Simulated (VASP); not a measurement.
# CdS (Hawleyite) (I-4m2) in VASP: further runs

Runs on CdS (Hawleyite). Level: PBEsol. Tasks: single point.

Program: VASP 6.6.1. These are calculated values, not measurements. Logs are shortened: lines on timing, memory, paths and dates and some standing lists are left out, and cuts for length are marked.

## 1. The cell of the first run

Symmetry: I-4m2, No. 119, tetragonal system. Conventional cell: a = 4.139 Å, b = 4.139 Å, c = 5.781 Å, α = 90.00°, β = 90.00°, γ = 90.00°. Within 3.3 Å of Cd (site symmetry -4m2) lie 4 S at 2.52 Å. S (site symmetry -4m2) has 4 Cd at 2.52 Å within 3.3 Å.

## 2. Single point, PBEsol (in-plane strain +0.005, then relaxed in part)

Input file INCAR:

```
ALGO     = Normal         # electronic algorithm
EDIFF    = 1E-6           # SCF threshold, eV
ENCUT    = 520            # plane-wave cutoff, eV
GGA      = PS             # functional
ISIF     = 2              # what is computed and relaxed
ISMEAR   = 0              # smearing method
LASPH    = True           # aspherical terms in the spheres
LCHARG   = False          # write CHGCAR
LREAL    = False          # projectors in reciprocal space
LWAVE    = False          # write WAVECAR
NBANDS   = 16             # bands
NELM     = 60             # most SCF steps
PREC     = Accurate       # precision mode
SIGMA    = 0.01           # smearing width, eV
```

Input file KPOINTS:

```
k-points
0
Gamma
  8 8 8
```

Input file POSCAR:

```
CdS
1.0
    2.9268474932      2.9268474932      0.0000000000
   -2.9268474932      2.9268474932      0.0000000000
    0.0000000000      2.9268474932      2.8903533919
Cd S
1 1
Direct
    0.0000000000      0.0000000000      0.0000000000
    0.7500000000      0.2500000000      0.5000000000
```

Potentials or basis: VASP PAW PBE potentials, release 64 (Cd, S).

Launch:

```bash
cat potpaw_PBE.64/Cd/POTCAR potpaw_PBE.64/S/POTCAR > POTCAR
mpirun -np 1 vasp_std > vasp.out
```

OUTCAR:

```text
EDIFF = 1E-6
   ENCUT = 520
   GGA = PS
   ISIF = 2
   ISMEAR = 0
   LASPH = True
   LREAL = False
   NELM = 60
   PREC = Accurate

 ion  position               nearest neighbor table
   1  0.000  0.000  0.000-   2 2.52   2 2.52   2 2.52   2 2.52
   2  0.750  0.250  0.500-   1 2.52   1 2.52   1 2.52   1 2.52

  LATTYP: Found a body centered tetragonal cell.
 ALAT       =     4.1391874199
 C/A-ratio  =     1.3965801007

  Lattice vectors:

 A1 = (   2.9268474932,   0.0000000000,  -2.8903533919)
 A2 = (  -2.9268474932,   0.0000000000,  -2.8903533919)
 A3 = (   0.0000000000,   2.9268474932,   2.8903533919)

Analysis of symmetry for initial positions (statically):
=====================================================================
 Subroutine PRICEL returns:
 Original cell was already a primitive cell.

 Routine SETGRP: Setting up the symmetry group for a
 body centered tetragonal supercell.

 Subroutine GETGRP returns: Found  8 space group operations
 (whereof  8 operations were pure point group operations)
 out of a pool of 16 trial point group operations.

The static configuration has the point symmetry D_2d.

Analysis of symmetry for dynamics (positions and initial velocities):
=====================================================================
 Subroutine PRICEL returns:
 Original cell was already a primitive cell.

 Routine SETGRP: Setting up the symmetry group for a
 body centered tetragonal supercell.

 Subroutine GETGRP returns: Found  8 space group operations
 (whereof  8 operations were pure point group operations)
 out of a pool of 16 trial point group operations.

The dynamic configuration has the point symmetry D_2d.

 Subroutine INISYM returns: Found  8 space group operations
 (whereof  8 operations are pure point group operations),
 and found     1 'primitive' translations

----------------------------------------------------------------------------------------

                                     Primitive cell

  volume of cell :      49.5201

  direct lattice vectors                    reciprocal lattice vectors
     2.926847493  2.926847493  0.000000000     0.170832270  0.170832270 -0.172989227
    -2.926847493  2.926847493  0.000000000    -0.170832270  0.170832270 -0.172989227
     0.000000000  2.926847493  2.890353392     0.000000000  0.000000000  0.345978455

  length of vectors
     4.139187420  4.139187420  4.113463137     0.297140710  0.297140710  0.345978455

[... 79 lines left out ...]
   NELM   =     60;   NELMIN=  2; NELMDL= -5     # of ELM steps
   EDIFF  = 0.1E-05   stopping-criterion for ELM
   LREAL  =      F    real-space projection
   EDIFFG = 0.1E-04   stopping-criterion for IOM
   NSW    =      0    number of steps for IOM
   IBRION =     -1    ionic relax: 0-MD 1-quasi-New 2-CG
   NFREE  =      0    steps in history (QN), initial steepest desc. (CG)
   ISIF   =      2    stress and relaxation
   ISYM   =      2    0-nonsym 1-usesym 2-fastsym
   POTIM  = 0.5000    time-step for ionic-motion
   TEBEG  =    0.0;   TEEND  =   0.0 temperature during run
   PSTRESS=    0.0 pullay stress
   NELECT =      18.0000    total number of electrons
   NUPDOWN=      -1.0000    fix difference up-down
   EMIN   =  10.00;   EMAX   =-10.00  energy-range for DOS
   EFERMI =   0.00;   METHOD = LEGACY
   ISMEAR =     0;   SIGMA  =   0.01  broadening in eV -4-tet -1-fermi 0-gaus
   EFERMI_NEDOS =   21; number of points for ismear=-14 and -15
   IALGO  =     38    algorithm
   IMIX   =      4    mixing-type and parameters
     AMIX     =   0.40;   BMIX     =  1.00
     AMIX_MAG =   1.60;   BMIX_MAG =  1.00
  volume/ion in A,a.u.               =      24.76       167.09
  Fermi-wavevector in a.u.,A,eV,Ry     =   1.168347  2.207856 18.572434  1.365035
  Thomas-Fermi vector in A             =   2.304835
   LORBIT       =      0    0 simple, 1 ext, 2 COOP (PROOUT), +10 PAW based schemes
   GGA     = PS    functional components
   LHFCALC =     F    Hartree Fock is set to
   AEXX    =    0.0000 exact exchange contribution
   IVDW    =     0    specifies the selected vdW correction
   LEPSILON=     F    determine dielectric tensor
   LRPA    =     F    only Hartree local field effects (RPA)
 non-spin polarized calculation
 Gauss-broadening in eV      SIGMA  =   0.01
  energy-cutoff  :      520.00
  volume of cell :       49.52
 maximum number of plane-waves:      1355
   NGX = 15   NGY = 15   NGZ = 15

 number of electron      18.0000004 magnetization

 Free energy of the ion-electron system (eV)
  ---------------------------------------------------
  ext. energy  EPLUGINS =         0.00000000
  ---------------------------------------------------
  free energy    TOTEN  =        -6.81309559 eV

  energy without entropy =       -6.81309559  energy(sigma->0) =       -6.81309559

 E-fermi :   1.2995     XC(G=0):  -9.3874

 val. band max:        1.2531297148   @ k =   0.0000   0.0000   0.0000
 cond. band min:       2.2401811321   @ k =   0.0000   0.0000   0.0000
 fundamental gap:      0.9870514173
 Fermi energy:         1.2994560632

 k-point     1 :       0.0000    0.0000    0.0000
  band No.  band energies     occupation
      1     -11.1677      2.00000
      2      -6.5101      2.00000
      3      -6.5101      2.00000
      4      -6.5027      2.00000
      5      -6.0199      2.00000
      6      -6.0142      2.00000
[... 433 lines left out ...]
      3      -6.3870      2.00000
      4      -6.1366      2.00000
      5      -6.0310      2.00000
      6      -5.9688      2.00000
[... 8 lines left out ...]
     15      12.7142      0.00000
     16      13.5652      0.00000

 [... further k-points ...]

------------------------ aborting loop because EDIFF is reached ----------------------------------------

  FORCE on cell =-STRESS in cart. coord.  units (eV):
  Direction    XX          YY          ZZ          XY          YZ          ZX
  --------------------------------------------------------------------------------------
  -------------------------------------------------------------------------------------
  Total        0.0463534      0.0463534      0.1184622      0.0000000      0.0000000      0.0000000
  in kB        1.4997218      1.4997218      3.8327384      0.0000000      0.0000000      0.0000000
  external PRESSURE =       2.2773940 kB  Pullay stress =       0.0000000 kB

 VOLUME and BASIS-vectors are now :
 -----------------------------------------------------------------------------
  energy-cutoff  :      520.00
  volume of cell :       49.52
      direct lattice vectors                 reciprocal lattice vectors
     2.926847493  2.926847493  0.000000000     0.170832270  0.170832270 -0.172989227
    -2.926847493  2.926847493  0.000000000    -0.170832270  0.170832270 -0.172989227
     0.000000000  2.926847493  2.890353392     0.000000000  0.000000000  0.345978455

 POSITION                                       TOTAL-FORCE (eV/Angst)
 -----------------------------------------------------------------------------------
      0.00000      0.00000      0.00000        -0.000000     -0.000000      0.000000
      1.46342      4.39027      1.44518         0.000000      0.000000      0.000000
 -----------------------------------------------------------------------------------
    total drift:                                0.000000     -0.000000      0.000000

  FREE ENERGIE OF THE ION-ELECTRON SYSTEM (eV)
  ---------------------------------------------------
  free  energy   TOTEN  =        -6.8130955900 eV

  energy  without entropy=       -6.8130955900  energy(sigma->0) =       -6.81309559
```

OSZICAR:

```text
N       E                     dE             d eps       ncg     rms          rms(c)
DAV:   1     0.108661123593E+03    0.10866E+03   -0.91129E+03  1944   0.104E+03
DAV:   2    -0.299600679917E+01   -0.11166E+03   -0.10517E+03  2288   0.253E+02
DAV:   3    -0.728553164227E+01   -0.42895E+01   -0.42815E+01  2328   0.519E+01
DAV:   4    -0.731217915251E+01   -0.26648E-01   -0.26645E-01  2464   0.398E+00
DAV:   5    -0.731253796245E+01   -0.35881E-03   -0.35881E-03  2280   0.434E-01    0.783E+00
DAV:   6    -0.683560273014E+01    0.47694E+00   -0.79154E-01  2856   0.122E+01    0.631E+00
DAV:   7    -0.681563436686E+01    0.19968E-01   -0.16442E-01  2424   0.288E+00    0.300E+00
DAV:   8    -0.681326136372E+01    0.23730E-02   -0.16887E-02  2280   0.164E+00    0.253E-01
DAV:   9    -0.681302050519E+01    0.24086E-03   -0.20361E-03  2360   0.683E-01    0.524E-02
DAV:  10    -0.681305615259E+01   -0.35647E-04   -0.19777E-04  2384   0.165E-01    0.582E-02
DAV:  11    -0.681309840601E+01   -0.42253E-04   -0.68996E-05  2312   0.751E-02    0.202E-02
DAV:  12    -0.681309499450E+01    0.34115E-05   -0.13878E-05  2440   0.454E-02    0.817E-03
DAV:  13    -0.681309558996E+01   -0.59546E-06   -0.23480E-06  2248   0.892E-03
   1 F= -.68130956E+01 E0= -.68130956E+01  d E =-.526779E-14
```

Wall time 18 s (1 thread of Intel Xeon Platinum 8488C (Sapphire Rapids), shared host); peak memory 0.2 GiB.

Results:

- Free energy: -6.8131 eV
- Pressure: 0.2 GPa
- Band gap on the k mesh: 0.99 eV, direct

Caveat: the cell differs from its parent crystal (in-plane strain +0.005, then relaxed in part); the PAW data sets were made with another functional, which shifts forces and pressure a little.

## 3. Single point, PBEsol (in-plane strain +0.005)

Input file INCAR:

```
PREC = Accurate ; ENCUT = 520
EDIFF = 1E-7 ; ISMEAR = 0
SIGMA = 0.01 ; LREAL = F
LASPH = T ; NELM = 80
ALGO = Normal ; ISIF = 2
LWAVE = F ; LCHARG = T
GGA = PS ; LELF = T
LVHAR = T ; NBANDS = 16
```

Input file KPOINTS:

```
regular mesh
0
Gamma
  8 8 8
```

Edit POSCAR of step 2 so:

```diff
@@ -4,3 +4,3 @@
    -2.9268474932      2.9268474932      0.0000000000
-    0.0000000000      2.9268474932      2.8903533919
+    0.0000000000      2.9268474932      2.9035492047
 Cd S
```

Potentials or basis: VASP PAW PBE potentials, release 64 (Cd, S).

Launch:

```bash
cat potpaw_PBE.64/Cd/POTCAR potpaw_PBE.64/S/POTCAR > POTCAR
mpirun -np 1 vasp_std > vasp.out
```

Run time: 22 s. Hardware: 1 thread of Intel Xeon Platinum 8488C (Sapphire Rapids), shared host; peak memory 0.2 GiB.

Results (log left out):

```yaml
Free_energy: -6.8135 eV
Pressure: 0.0 GPa
Band_gap_on_the_k_mesh: 0.99 eV, direct
```

Stress tensor (GPa, compression positive):
```
-0.09  0.00  0.00
 0.00 -0.09  0.00
 0.00  0.00  0.06
```

Levels at points of the mesh, in eV from the valence-band top:
| k point | band 6 | band 7 | band 8 | band 9 | band 10 | band 11 | band 12 | band 13 |
| --- | --- | --- | --- | --- | --- | --- | --- | --- |
| (0.00, 0.00, 0.00) | -7.25 | -0.02 | -0.02 | 0.00 | 0.99 | 6.43 | 6.43 | 6.43 |
| (0.50, 0.00, 0.00) | -6.87 | -4.48 | -0.79 | -0.76 | 2.87 | 6.87 | 6.93 | 7.31 |
| (0.50, 0.50, 0.00) | -6.81 | -4.04 | -1.92 | -1.90 | 3.39 | 4.25 | 9.02 | 10.60 |
| (0.00, 0.00, 0.50) | -6.80 | -3.99 | -1.94 | -1.94 | 3.36 | 4.19 | 9.10 | 10.63 |

Caveat: the cell differs from its parent crystal (in-plane strain +0.005); the PAW data sets were made with another functional, which shifts forces and pressure a little.

## 4. Single point, PBEsol (in-plane strain +0.01, then relaxed in part)

Input file INCAR:

```
ALGO = Normal
EDIFF = 1E-6
ENCUT = 520
GGA = PS
ISIF = 2
ISMEAR = 0
LASPH = T
LCHARG = F
LREAL = F
LWAVE = F
NBANDS = 16
NELM = 60
PREC = Accurate
SIGMA = 0.01
```

Input file KPOINTS:

```
k-points
0
Gamma
  8 8 8
```

Input file POSCAR:

```
CdS
1.0
    2.9414089236      2.9414089236      0.0000000000
   -2.9414089236      2.9414089236      0.0000000000
    0.0000000000      2.9414089236      2.8684034433
Cd S
1 1
Direct
    0.0000000000      0.0000000000      0.0000000000
    0.7500000000      0.2500000000      0.5000000000
```

Launch:

```bash
cat potpaw_PBE.64/Cd/POTCAR potpaw_PBE.64/S/POTCAR > POTCAR
mpirun -np 1 vasp_std > vasp.out
```

Wall time 18 s (1 thread of Intel Xeon Platinum 8488C (Sapphire Rapids), shared host); peak memory 0.2 GiB.

Results (log left out):

```yaml
Free_energy: -6.8123 eV
Pressure: 0.1 GPa
Band_gap_on_the_k_mesh: 0.96 eV, direct
```

Stress tensor (GPa, compression positive):
```
-0.08  0.00  0.00
 0.00 -0.08  0.00
 0.00  0.00  0.38
```

Levels at points of the mesh, in eV from the valence-band top:
```
           k point  band 7  band 8  band 9  band 10  band 11  band 12
(0.00, 0.00, 0.00)   -0.07   -0.07    0.00     0.96     6.40     6.40
(0.50, 0.00, 0.00)   -4.52   -0.86   -0.76     2.84     6.77     6.97
(0.50, 0.50, 0.00)   -4.11   -1.95   -1.90     3.38     4.28     8.94
(0.00, 0.00, 0.50)   -3.96   -2.03   -2.03     3.29     4.06     9.20
```

Caveat: the cell differs from its parent crystal (in-plane strain +0.01, then relaxed in part); the PAW data sets were made with another functional, which shifts forces and pressure a little.

## 5. Single point, PBEsol (in-plane strain +0.01)

Input file INCAR:

```
SYSTEM = CdS
PREC = Accurate
ENCUT = 520
EDIFF = 1E-6
ISMEAR = 0
SIGMA = 0.01
LREAL = .FALSE.
LASPH = .TRUE.
NELM = 80
ALGO = Normal
ISIF = 2
LWAVE = .FALSE.
LCHARG = .FALSE.
GGA = PS
NBANDS = 16
```

Input file KPOINTS:

```
regular mesh
0
G
  8 8 8
  0 0 0
```

Edit POSCAR of step 4 so:

```diff
@@ -4,3 +4,3 @@
    -2.9414089236      2.9414089236      0.0000000000
-    0.0000000000      2.9414089236      2.8684034433
+    0.0000000000      2.9414089236      2.8948123465
 Cd S
```

Launch:

```bash
cat potpaw_PBE.64/Cd/POTCAR potpaw_PBE.64/S/POTCAR > POTCAR
mpirun -np 1 vasp_std > vasp.out
```

Run time: 18 s. Hardware: 1 thread of Intel Xeon Platinum 8488C (Sapphire Rapids), shared host; peak memory 0.2 GiB.

It converged, with:

```
Free energy            : -6.8126 eV
Pressure               : -0.5 GPa
Band gap on the k mesh : 0.96 eV, direct
```

Stress tensor (GPa, compression positive):
```
-0.57  0.00  0.00
 0.00 -0.57  0.00
 0.00  0.00 -0.27
```

Levels at points of the mesh, in eV from the valence-band top:
| k point | band 5 | band 6 | band 7 | band 8 | band 9 | band 10 | band 11 | band 12 | band 13 | band 14 |
| --- | --- | --- | --- | --- | --- | --- | --- | --- | --- | --- |
| (0.00, 0.00, 0.00) | -7.25 | -7.25 | -0.05 | -0.05 | 0.00 | 0.96 | 6.42 | 6.42 | 6.42 | 11.12 |
| (0.50, 0.00, 0.00) | -7.21 | -6.88 | -4.45 | -0.81 | -0.75 | 2.84 | 6.82 | 6.94 | 7.27 | 10.81 |
| (0.50, 0.50, 0.00) | -7.16 | -6.83 | -4.03 | -1.90 | -1.87 | 3.40 | 4.25 | 8.95 | 10.50 | 10.68 |
| (0.00, 0.00, 0.50) | -7.16 | -6.79 | -3.94 | -1.95 | -1.95 | 3.34 | 4.12 | 9.11 | 10.56 | 10.56 |

Caveat: the cell differs from its parent crystal (in-plane strain +0.01); the PAW data sets were made with another functional, which shifts forces and pressure a little.

## 6. Summary

| cell | gap on the mesh (eV) | pressure (GPa) |
| --- | --- | --- |
| a = 4.139, b = 4.139, c = 4.113 Å, angles 59.8, 59.8, 90.0°, 2 atoms | 0.99 | 0.2 |
| a = 4.139, b = 4.139, c = 4.123 Å, angles 59.9, 59.9, 90.0°, 2 atoms | 0.99 | 0.0 |
| a = 4.160, b = 4.160, c = 4.108 Å, angles 59.6, 59.6, 90.0°, 2 atoms | 0.96 | 0.1 |
| a = 4.160, b = 4.160, c = 4.127 Å, angles 59.7, 59.7, 90.0°, 2 atoms | 0.96 | -0.5 |

Alike in all rows: task single point; level PBEsol; potentials or basis VASP PAW PBE potentials, release 64 (Cd, S); no spin polarisation; k mesh 8 × 8 × 8; cutoff (eV) 520; smearing gaussian 0.01 eV.

Caveats: the PAW data sets were made with another functional, which shifts forces and pressure a little.

Absolute energies hang on the potentials; compare differences alone.
